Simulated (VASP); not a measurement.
# TePb (Fm-3m) in VASP: settings compared

The runs below take TePb through single point, relaxation of cell and atoms, with b88 exchange, pbe correlation, LDA.

All numbers are computed with VASP 6.6.1; they aren't measurements. Logs are shortened: lines on timing, memory, paths and dates and some standing lists are left out, and cuts for length are marked.

## Step 1: The cell of the first run

The structure is cubic, space group Fm-3m (No. 225). The conventional cell has a = 6.589 Å, b = 6.589 Å, c = 6.589 Å, α = 90.00°, β = 90.00°, γ = 90.00°. Pb (site symmetry m-3m) has 6 Te at 3.29 Å within 4.3 Å. Within 4.3 Å of Te (site symmetry m-3m) lie 6 Pb at 3.29 Å.

## Step 2: Single point, b88 exchange, pbe correlation

Contents of INCAR:

```
PREC = Accurate
ENCUT = 500
EDIFF = 1E-6
ISMEAR = -1
SIGMA = 0.05
LREAL = F
LASPH = T
NELM = 120
ALGO = Normal
ISIF = 2
LWAVE = F
LCHARG = T
GGA = LIBXC
LIBXC1 = GGA_X_B88
LIBXC2 = GGA_C_PBE
LELF = T
LVHAR = T
NBANDS = 17
GGA_COMPAT = F
```

Contents of KPOINTS:

```
Automatic mesh
0
Gamma
  7 7 7
```

Contents of POSCAR:

```
TePb
1.0
    0.0000000000      3.2943690292      3.2943690292
    3.2943690292      0.0000000000      3.2943690292
    3.2943690292      3.2943690292      0.0000000000
Pb Te
1 1
Direct
    0.0000000000      0.0000000000      0.0000000000
    0.5000000000      0.5000000000      0.5000000000
```

Potentials or basis: VASP PAW PBE potentials, release 64 (Pb_d, Te).

The run is started by

```sh
$ cat potpaw_PBE.64/Pb_d/POTCAR potpaw_PBE.64/Te/POTCAR > POTCAR
$ mpirun -np 1 vasp_std > vasp.out
```

OUTCAR:

```text
PREC = Accurate
   ENCUT = 500
   EDIFF = 1E-6
   ISMEAR = -1
   LREAL = F
   LASPH = T
   NELM = 120
   ISIF = 2
   GGA = LIBXC

 ion  position               nearest neighbor table
   1  0.000  0.000  0.000-   2 3.29   2 3.29   2 3.29   2 3.29   2 3.29   2 3.29
   2  0.500  0.500  0.500-   1 3.29   1 3.29   1 3.29   1 3.29   1 3.29   1 3.29

  LATTYP: Found a face centered cubic cell.
 ALAT       =     6.5887380584

  Lattice vectors:

 A1 = (   0.0000000000,   3.2943690292,   3.2943690292)
 A2 = (   3.2943690292,   0.0000000000,   3.2943690292)
 A3 = (   3.2943690292,   3.2943690292,   0.0000000000)

Analysis of symmetry for initial positions (statically):
=====================================================================
 Subroutine PRICEL returns:
 Original cell was already a primitive cell.

 Routine SETGRP: Setting up the symmetry group for a
 face centered cubic supercell.

 Subroutine GETGRP returns: Found 48 space group operations
 (whereof 48 operations were pure point group operations)
 out of a pool of 48 trial point group operations.

The static configuration has the point symmetry O_h .

Analysis of symmetry for dynamics (positions and initial velocities):
=====================================================================
 Subroutine PRICEL returns:
 Original cell was already a primitive cell.

 Routine SETGRP: Setting up the symmetry group for a
 face centered cubic supercell.

 Subroutine GETGRP returns: Found 48 space group operations
 (whereof 48 operations were pure point group operations)
 out of a pool of 48 trial point group operations.

The dynamic configuration has the point symmetry O_h .

 Subroutine INISYM returns: Found 48 space group operations
 (whereof 48 operations are pure point group operations),
 and found     1 'primitive' translations

----------------------------------------------------------------------------------------

                                     Primitive cell

  volume of cell :      71.5067

  direct lattice vectors                    reciprocal lattice vectors
     0.000000000  3.294369029  3.294369029    -0.151774132  0.151774132  0.151774132
     3.294369029  0.000000000  3.294369029     0.151774132 -0.151774132  0.151774132
     3.294369029  3.294369029  0.000000000     0.151774132  0.151774132 -0.151774132

  length of vectors
     4.658941361  4.658941361  4.658941361     0.262880508  0.262880508  0.262880508

  position of ions in fractional coordinates (direct lattice)
     0.000000000  0.000000000  0.000000000
     0.500000000  0.500000000  0.500000000

  ion indices of the primitive-cell ions
   primitive index   ion index
                 1           1
                 2           2

----------------------------------------------------------------------------------------

 KPOINTS: Automatic mesh

Automatic generation of k-mesh.
 Grid dimensions read from file:
 generate k-points for:    7    7    7

 Generating k-lattice:

  Cartesian coordinates                     Fractional coordinates (reciprocal lattice)
    -0.021682019  0.021682019  0.021682019     0.142857143  0.000000000  0.000000000
     0.021682019 -0.021682019  0.021682019     0.000000000  0.142857143  0.000000000
     0.021682019  0.021682019 -0.021682019     0.000000000  0.000000000  0.142857143

  Length of vectors
     0.037554358  0.037554358  0.037554358

  Shift w.r.t. Gamma in fractional coordinates (k-lattice)
     0.000000000  0.000000000  0.000000000

 Subroutine IBZKPT returns following result:
 ===========================================

 Found     20 irreducible k-points:

 Following reciprocal coordinates:
            Coordinates               Weight
  0.000000  0.000000  0.000000      1.000000
  0.142857  0.000000  0.000000      8.000000
  0.285714  0.000000  0.000000      8.000000
  0.428571  0.000000  0.000000      8.000000
  0.142857  0.142857  0.000000      6.000000
  0.285714  0.142857  0.000000     24.000000
[... 12 lines left out ...]
 -0.428571  0.428571  0.142857     24.000000
 -0.285714  0.428571  0.142857     24.000000
   k-points           NKPTS =     20   k-points in BZ     NKDIM =     20   number of bands    NBANDS=     17
   number of dos      NEDOS =    301   number of ions     NIONS =      2
   total plane-waves  NPLWV =  46656
   dimension x,y,z NGX =    36 NGY =   36 NGZ =   36
   dimension x,y,z NGXF=    72 NGYF=   72 NGZF=   72
   ions per type =               1   1
   NGX,Y,Z   is equivalent  to a cutoff of  12.85, 12.85, 12.85 a.u.
   NGXF,Y,Z  is equivalent  to a cutoff of  25.69, 25.69, 25.69 a.u.
 SYSTEM =  unknown system
   PREC   = accura    normal or accurate (medium, high low for compatibility)
   ISTART =      0    job   : 0-new  1-cont  2-samecut
   ICHARG =      2    charge: 1-file 2-atom 10-const
   ISPIN  =      1    spin polarized calculation?
   LNONCOLLINEAR =      F non collinear calculations
   LSORBIT =      F    spin-orbit coupling
   LASPH  =      T    aspherical Exc in radial PAW
   ENCUT  =  500.0 eV  36.75 Ry    6.06 a.u.   8.49  8.49  8.49*2*pi/ulx,y,z
   NELM   =    120;   NELMIN=  2; NELMDL= -5     # of ELM steps
   EDIFF  = 0.1E-05   stopping-criterion for ELM
   LREAL  =      F    real-space projection
   EDIFFG = 0.1E-04   stopping-criterion for IOM
   NSW    =      0    number of steps for IOM
   IBRION =     -1    ionic relax: 0-MD 1-quasi-New 2-CG
   NFREE  =      0    steps in history (QN), initial steepest desc. (CG)
   ISIF   =      2    stress and relaxation
   ISYM   =      2    0-nonsym 1-usesym 2-fastsym
   POTIM  = 0.5000    time-step for ionic-motion
   TEBEG  =    0.0;   TEEND  =   0.0 temperature during run
   PSTRESS=    0.0 pullay stress
   NELECT =      20.0000    total number of electrons
   NUPDOWN=      -1.0000    fix difference up-down
   EMIN   =  10.00;   EMAX   =-10.00  energy-range for DOS
   EFERMI =   0.00;   METHOD = LEGACY
   ISMEAR =    -1;   SIGMA  =   0.05  broadening in eV -4-tet -1-fermi 0-gaus
   EFERMI_NEDOS =   21; number of points for ismear=-14 and -15
   IALGO  =     38    algorithm
   IMIX   =      4    mixing-type and parameters
     AMIX     =   0.40;   BMIX     =  1.00
     AMIX_MAG =   1.60;   BMIX_MAG =  1.00
  volume/ion in A,a.u.               =      35.75       241.28
  Fermi-wavevector in a.u.,A,eV,Ry     =   1.070621  2.023181 15.595408  1.146230
  Thomas-Fermi vector in A             =   2.206337
   LORBIT       =      0    0 simple, 1 ext, 2 COOP (PROOUT), +10 PAW based schemes
   GGA     = LIBXC    functional components
   LHFCALC =     F    Hartree Fock is set to
   AEXX    =    0.0000 exact exchange contribution
   IVDW    =     0    specifies the selected vdW correction
   LEPSILON=     F    determine dielectric tensor
   LRPA    =     F    only Hartree local field effects (RPA)
 non-spin polarized calculation
  energy-cutoff  :      500.00
  volume of cell :       71.51
 maximum number of plane-waves:      1837
 NGX is ok and might be reduce to    36
   NGX = 17   NGY = 17   NGZ = 17

 number of electron      19.9999998 magnetization

 Free energy of the ion-electron system (eV)
  ---------------------------------------------------
  ext. energy  EPLUGINS =         0.00000000
  ---------------------------------------------------
  free energy    TOTEN  =        -7.27787801 eV

  energy without entropy =       -7.27787667  energy(sigma->0) =       -7.27787734

 E-fermi :   5.2981     XC(G=0):  -9.0731

 val. band max:        4.7373720795   @ k =   0.4286   0.0000   0.0000
 cond. band min:       5.8317346479   @ k =   0.4286   0.0000   0.0000
 fundamental gap:      1.0943625684
 Fermi energy:         5.2980862274

 k-point     1 :       0.0000    0.0000    0.0000
  band No.  band energies     occupation
      1     -11.8040      2.00000
      2     -11.8040      2.00000
      3     -11.7987      2.00000
      4     -11.7987      2.00000
      5     -11.7987      2.00000
      6      -6.7229      2.00000
[... 9 lines left out ...]
     16      10.7834      0.00000
     17      12.2107      0.00000

 k-point     2 :       0.1429    0.0000    0.0000
  band No.  band energies     occupation
      1     -11.8058      2.00000
      2     -11.8058      2.00000
      3     -11.7982      2.00000
      4     -11.7964      2.00000
      5     -11.7964      2.00000
      6      -6.5631      2.00000
[... 9 lines left out ...]
     16      11.1429      0.00000
     17      13.3640      0.00000

 k-point     3 :       0.2857    0.0000    0.0000
  band No.  band energies     occupation
      1     -11.8106      2.00000
      2     -11.8106      2.00000
      3     -11.7973      2.00000
      4     -11.7905      2.00000
      5     -11.7905      2.00000
      6      -6.1150      2.00000
[... 9 lines left out ...]
     16      12.1257      0.00000
     17      15.3063      0.00000

 k-point     4 :       0.4286    0.0000    0.0000
  band No.  band energies     occupation
      1     -11.8146      2.00000
      2     -11.8146      2.00000
      3     -11.7965      2.00000
      4     -11.7857      2.00000
      5     -11.7857      2.00000
      6      -5.5586      2.00000
[... 9 lines left out ...]
     16      13.5832      0.00000
     17      14.6660      0.00000
[... 263 lines left out ...]
      1     -11.8269      2.00000
      2     -11.8080      2.00000
      3     -11.7949      2.00000
      4     -11.7887      2.00000
      5     -11.7829      2.00000
      6      -5.3285      2.00000
[... 9 lines left out ...]
     16      14.2349      0.00000
     17      15.1135      0.00000

 k-point    19 :      -0.4286    0.4286    0.1429
  band No.  band energies     occupation
      1     -11.8389      2.00000
      2     -11.8010      2.00000
      3     -11.8010      2.00000
      4     -11.7842      2.00000
      5     -11.7796      2.00000
      6      -5.2479      2.00000
[... 9 lines left out ...]
     16      14.8773      0.00000
     17      15.7596      0.00000

 k-point    20 :      -0.2857    0.4286    0.1429
  band No.  band energies     occupation
      1     -11.8344      2.00000
      2     -11.8050      2.00000
      3     -11.7950      2.00000
      4     -11.7896      2.00000
      5     -11.7797      2.00000
      6      -5.1369      2.00000
[... 9 lines left out ...]
     16      15.1402      0.00000
     17      15.4599      0.00000

------------------------ aborting loop because EDIFF is reached ----------------------------------------

  FORCE on cell =-STRESS in cart. coord.  units (eV):
  Direction    XX          YY          ZZ          XY          YZ          ZX
  --------------------------------------------------------------------------------------
  -------------------------------------------------------------------------------------
  Total       -0.2512876     -0.2512876     -0.2512876      0.0000000      0.0000000     -0.0000000
  in kB       -5.6303443     -5.6303443     -5.6303443      0.0000000      0.0000000     -0.0000000
  external PRESSURE =      -5.6303443 kB  Pullay stress =       0.0000000 kB

 VOLUME and BASIS-vectors are now :
 -----------------------------------------------------------------------------
  energy-cutoff  :      500.00
  volume of cell :       71.51
      direct lattice vectors                 reciprocal lattice vectors
     0.000000000  3.294369029  3.294369029    -0.151774132  0.151774132  0.151774132
     3.294369029  0.000000000  3.294369029     0.151774132 -0.151774132  0.151774132
     3.294369029  3.294369029  0.000000000     0.151774132  0.151774132 -0.151774132

 POSITION                                       TOTAL-FORCE (eV/Angst)
 -----------------------------------------------------------------------------------
      0.00000      0.00000      0.00000         0.000000     -0.000000     -0.000000
      3.29437      3.29437      3.29437        -0.000000      0.000000      0.000000
 -----------------------------------------------------------------------------------
    total drift:                               -0.000000      0.000000      0.000000

  FREE ENERGIE OF THE ION-ELECTRON SYSTEM (eV)
  ---------------------------------------------------
  free  energy   TOTEN  =        -7.2778780119 eV

  energy  without entropy=       -7.2778766720  energy(sigma->0) =       -7.27787734
```

Run time: 18 s. Hardware: 1 thread of Intel Xeon Platinum 8375C at 2.90GHz (Ice Lake), shared host; peak memory 0.21 GiB.

Results:

| Quantity | Value |
| --- | --- |
| Free energy | -7.2779 eV |
| Pressure | -0.6 GPa |

Levels at points of the mesh, in eV from the Fermi level:
```
           k point  band 7  band 8  band 9  band 10  band 11  band 12  band 13  band 14
(0.00, 0.00, 0.00)   -6.23   -1.59   -1.59    -1.59     3.54     3.54     3.54     5.49
```

Caveat: this odd mesh misses L, so gap, dielectric constants and Born charges aren't listed; the PAW data sets were made with another functional, which shifts forces and pressure a little; spin-orbit coupling is left out, which moves the levels of the heavy elements.

## Step 3: Single point, LDA

This run uses another cell than the first one, of 32.48 Å³/atom.

Contents of INCAR:

```
PREC = Accurate ; ENCUT = 520
EDIFF = 1E-7 ; ISMEAR = 0
SIGMA = 0.01 ; LREAL = F
LASPH = T ; NELM = 80
ALGO = Normal ; ISIF = 2
LWAVE = F ; LCHARG = F
NBANDS = 17
```

KPOINTS is that of step 2.

Contents of POSCAR:

```
TePb
1.0
    0.0000000000      3.1904691068      3.1904691068
    3.1904691068      0.0000000000      3.1904691068
    3.1904691068      3.1904691068      0.0000000000
Pb Te
1 1
Direct
    0.0000000000      0.0000000000      0.0000000000
    0.5000000000      0.5000000000      0.5000000000
```

Potentials or basis: VASP PAW LDA potentials, release 64 (Pb_d, Te).

The run is started by

```sh
$ cat potpaw_LDA.64/Pb_d/POTCAR potpaw_LDA.64/Te/POTCAR > POTCAR
$ mpirun -np 1 vasp_std > vasp.out
```

Run time: 18 s. Hardware: 1 thread of Intel Xeon Platinum 8259CL at 2.50GHz (Skylake/Cascade Lake), shared host; peak memory 0.18 GiB.

It converged, with:

- Free energy: -8.7769 eV
- Pressure: 0.0 GPa

Levels at points of the mesh, in eV from the Fermi level:
```csv
k point,band 7,band 8,band 9,band 10,band 11,band 12,band 13,band 14
"(0.00, 0.00, 0.00)",-5.53,-1.44,-1.44,-1.44,4.08,4.08,4.08,5.74
```

Caveat: this odd mesh misses L, so gap, dielectric constants and Born charges aren't listed; spin-orbit coupling is left out, which moves the levels of the heavy elements.

## Step 4: Relaxation of cell and atoms, LDA

This run uses another cell than the first one, of 33.73 Å³/atom.

Contents of INCAR:

```
ALGO = Normal ; EDIFF = 1E-7
EDIFFG = -0.01 ; ENCUT = 600
GGA = CA ; IBRION = 2
ISIF = 3 ; ISMEAR = 0
LASPH = True ; LCHARG = False
LREAL = False ; LWAVE = False
NELM = 60 ; NSW = 60
PREC = Accurate ; SIGMA = 0.01
```

Contents of KPOINTS:

```
k-points
0
Gamma
  7 7 7
```

Contents of POSCAR:

```
TePb
1.0
    0.0000000000      3.2310000000      3.2310000000
    3.2310000000      0.0000000000      3.2310000000
    3.2310000000      3.2310000000      0.0000000000
Pb Te
1 1
Direct
    0.0000000000      0.0000000000      0.0000000000
    0.5000000000      0.5000000000      0.5000000000
```

The run is started by

```sh
$ cat potpaw_LDA.64/Pb_d/POTCAR potpaw_LDA.64/Te/POTCAR > POTCAR
$ mpirun -np 1 vasp_std > vasp.out
```

Run time: 49 s. Hardware: 1 thread of Intel Xeon Platinum 8259CL at 2.50GHz (Skylake/Cascade Lake), shared host; peak memory 0.21 GiB.

The run converged. Its results:

```yaml
Free_energy: -8.7772 eV
Relaxed_volume: 32.52 Å³/atom
Relaxed_cell: a = 4.514 Å, b = 4.514 Å, c = 4.514 Å, α = 60.00°, β = 60.00°, γ = 60.00°
Space_group_after_relaxing_to_0.1_Å: Fm-3m (No. 225)
Energy_gained_by_relaxing: 6.4 meV/atom
Ionic_steps: 3
Pressure_after_relaxing: 0.0 GPa
```

Step by step:
```tsv
step	energy change (eV)	largest force (eV/Å)	pressure (GPa)	volume (Å³)
1	0.0000	0.0000	-1.65	67.46
2	-0.0107	0.0000	0.72	64.12
3	-0.0128	0.0000	-0.01	65.05
```

Final structure:
```xyz
2
Lattice="0.0000 3.1920 3.1920 3.1920 0.0000 3.1920 3.1920 3.1920 0.0000" Properties=species:S:1:pos:R:3 pbc="T T T"
Pb    0.0000    0.0000    0.0000
Te    3.1920    3.1920    3.1920
```

Levels at points of the mesh, in eV from the Fermi level:
```
           k point  band 7  band 8  band 9  band 10  band 11  band 12  band 13  band 14
(0.00, 0.00, 0.00)   -5.57   -1.48   -1.48    -1.48     4.04     4.04     4.04     5.71
```

Caveat: this odd mesh misses L, so gap, dielectric constants and Born charges aren't listed; spin-orbit coupling is left out, which moves the levels of the heavy elements. Zero-point motion and thermal expansion aren't in these numbers.

## Step 5: Overview

| task | level | potentials or basis | cell | cutoff (eV) | smearing | pressure (GPa) |
| --- | --- | --- | --- | --- | --- | --- |
| single point | b88 exchange, pbe correlation | VASP PAW PBE potentials, release 64 (Pb_d, Te) | a = 4.659 Å, angles 60.0°, 2 atoms | 500 | fermi-dirac 0.05 eV | -0.6 |
| single point | LDA | VASP PAW LDA potentials, release 64 (Pb_d, Te) | a = 4.512 Å, angles 60.0°, 2 atoms | 520 | gaussian 0.01 eV | 0.0 |
| relaxation of cell and atoms | LDA | VASP PAW LDA potentials, release 64 (Pb_d, Te) | relaxed from a = 4.569 Å, angles 60.0°, 2 atoms | 600 | gaussian 0.01 eV | 0.0 |

Alike in all rows: no spin polarisation; k mesh 7 × 7 × 7.

Caveats: spin-orbit coupling is left out, which moves the levels of the heavy elements; the PAW data sets were made with another functional, which shifts forces and pressure a little (at least some runs).

Absolute energies hang on the potentials; compare differences alone.
